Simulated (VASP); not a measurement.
A run of VASP 6.6.1 is set up as follows.

Contents of INCAR:

```
PREC = Accurate ; ENCUT = 520
EDIFF = 1E-6 ; ISMEAR = -1
SIGMA = 0.1 ; LREAL = False
LASPH = True ; NELM = 100
ALGO = Normal ; ISIF = 2
LWAVE = False ; LCHARG = False
NBANDS = 18
```

KPOINTS

```
regular mesh
0
Gamma
  12 12 7
```

The input POSCAR:

```
YZr
1.0
    3.4235830000      0.0000000000      0.0000000000
   -1.7117920000      2.9649100000      0.0000000000
    0.0000000000      0.0000000000      5.2675223250
Y Zr
1 1
Direct
    0.6666666667      0.3333333333      0.5000000000
    0.3333333333      0.6666666667      0.0000000000
```

Potentials or basis: VASP PAW LDA potentials, release 64 (Y_sv, Zr_sv).

Launch:

```bash
$ cat potpaw_LDA.64/Y_sv/POTCAR potpaw_LDA.64/Zr_sv/POTCAR > POTCAR
$ mpirun -np 1 vasp_std > vasp.out
```

Q: Estimate the pressure.

A: -3.8 GPa.

Q: Estimate the band gap on the k mesh.

A: Zero (an odd number of electrons rules out a gap without spin polarisation).

Stress tensor (GPa, compression positive):
```
-4.51  0.00  0.00
 0.00 -4.51  0.00
 0.00  0.00 -2.50
```

Caveat: the cell stands under tension.
